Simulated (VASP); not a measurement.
Set up this calculation in VASP 6.6.1, as the native input.

| Property | Result |
| --- | --- |
| Task | relaxation of cell and atoms |
| Functional | PBE |
| Dispersion | D3(BJ) |
| Potentials or basis | VASP PAW PBE potentials, release 64 (Ba_sv, O) |
| Cutoff | 600 eV |
| k mesh | 8 × 8 × 8 |
| Occupations | gaussian, width 0.02 eV |
| Spin | no spin polarisation |
| Dipole correction | no |
| Further INCAR settings | ALGO = Normal; EDIFF = 1e-07; IBRION = 2; EDIFFG = -0.005; NSW = 70; ISIF = 3 |

The structure of BaO lies in POSCAR:

```
BaO
1.0
    0.0000000000      2.7866632389      2.7866632389
    2.7866632389      0.0000000000      2.7866632389
    2.7866632389      2.7866632389      0.0000000000
Ba O
1 1
Direct
    0.0000000000      0.0000000000      0.0000000000
    0.5000000000      0.5000000000      0.5000000000
```

The input as run:

INCAR

```
SYSTEM = BaO
PREC     = Accurate       ! precision mode
ENCUT    = 600            ! plane-wave cutoff, eV
EDIFF    = 1E-7           ! SCF threshold, eV
ISMEAR   = 0              ! smearing method
SIGMA    = 0.02           ! smearing width, eV
LREAL    = .FALSE.        ! projectors in reciprocal space
LASPH    = .TRUE.         ! aspherical terms in the spheres
NELM     = 120            ! most SCF steps
ALGO     = Normal         ! electronic algorithm
ISIF     = 3              ! what is computed and relaxed
LWAVE    = .FALSE.        ! write WAVECAR
LCHARG   = .FALSE.        ! write CHGCAR
GGA      = PE             ! functional
IVDW     = 12             ! dispersion correction
IBRION   = 2              ! ionic algorithm
NSW      = 70             ! ionic steps
EDIFFG   = -0.005         ! ionic threshold
GGA_COMPAT= .FALSE.      
NELMIN   = 4
```

KPOINTS

```
regular mesh
0
G
  8 8 8
  0 0 0
```

Potentials or basis: VASP PAW PBE potentials, release 64 (Ba_sv, O).

Launch:

```bash
$ cat potpaw_PBE.64/Ba_sv/POTCAR potpaw_PBE.64/O/POTCAR > POTCAR
$ mpirun -np 1 vasp_std > vasp.out
```

It gave:

```json
{
  "Relaxed volume": "21.59 Å³/atom",
  "Relaxed cell": "a = 3.938 Å, b = 3.938 Å, c = 3.938 Å, α = 60.00°, β = 60.00°, γ = 60.00°",
  "Space group after relaxing (to 0.05 Å)": "Fm-3m (No. 225)",
  "Energy gained by relaxing": "0.0 meV/atom",
  "Ionic steps": "3",
  "Pressure after relaxing": "0.0 GPa",
  "Band gap on the k mesh": "2.03 eV, direct",
  "Dispersion energy per atom": "-0.223 eV"
}
```

Caveat: spin-orbit coupling is left out, which moves the levels of the heavy elements.

Run time: 63 s on 1 thread of Intel Xeon 8259CL, on a shared host, peak memory 0.2 GiB.
